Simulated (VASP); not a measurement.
Here is a VASP 6.6.1 calculation.

Contents of INCAR:

```
SYSTEM = CuSi16
PREC = Accurate
ENCUT = 520
EDIFF = 1E-6
ISMEAR = 0
SIGMA = 0.05
LREAL = Auto
LASPH = .True.
NELM = 100
ALGO = Normal
ISIF = 2
LWAVE = .False.
LCHARG = .False.
GGA = PE
NBANDS = 52
NELECT = 74.0
```

File KPOINTS:

```
regular mesh
0
Gamma
  2 2 2
  0 0 0
```

The input POSCAR:

```
CuSi16
1.0
    0.0000000000      5.4300000000      5.4300000000
    5.4300000000      0.0000000000      5.4300000000
    5.4300000000      5.4300000000      0.0000000000
Si Cu
16 1
Direct
   -0.0089641805     -0.0000139042      0.0005763352
    0.0959973297      0.1347488950      0.1347418969
   -0.0085503683     -0.0008713628      0.5077744936
    0.1302502762      0.1140740331      0.6277497238
   -0.0071747698      0.5070701657     -0.0009224678
    0.1296528545      0.6278042357      0.1151526703
    0.0379612339      0.4864601289      0.4878481584
    0.1331329650      0.6269834254      0.6263712707
    0.4671615101      0.0067548803      0.0111033149
    0.6188848987      0.1206889503      0.1180408840
    0.5030033149     -0.0162694291      0.5048810313
    0.6196895028      0.1235985267      0.6403174954
    0.5025192449      0.5049046961     -0.0181372928
    0.6212181400      0.6370676796      0.1232485267
    0.5064834254      0.5075548803      0.5102434622
    0.6660831492      0.6163107735      0.6133365562
    0.4965463168      0.3357971455      0.3353080110
```

Potentials or basis: VASP PAW PBE potentials, release 64 (Si, Cu).

Run with:

```bash
$ cat potpaw_PBE.64/Si/POTCAR potpaw_PBE.64/Cu/POTCAR > POTCAR
$ mpirun -np 1 vasp_std > vasp.out
```

Task: What does it give for the largest force?

Result: 0.099 eV/Å.

Forces in eV/Å, atoms in the order of the input:
```
Si  -0.004 -0.008 -0.002
Si  -0.018  0.009  0.004
Si   0.005  0.004 -0.005
Si   0.006  0.004 -0.008
Si   0.002 -0.008  0.001
Si  -0.003 -0.007  0.005
Si  -0.013 -0.004 -0.001
Si   0.012  0.014  0.008
Si  -0.019  0.011  0.029
Si   0.004  0.019 -0.011
Si  -0.009  0.016  0.030
Si  -0.025  0.003 -0.037
Si   0.003  0.025  0.029
Si  -0.009 -0.019 -0.005
Si   0.009  0.002  0.031
Si  -0.009 -0.008 -0.025
Cu   0.071 -0.053 -0.045
```

Caveat: the k points lie up to 0.50 Å⁻¹ apart; the cell carries a net charge on a neutralising background, which shifts energy and pressure.
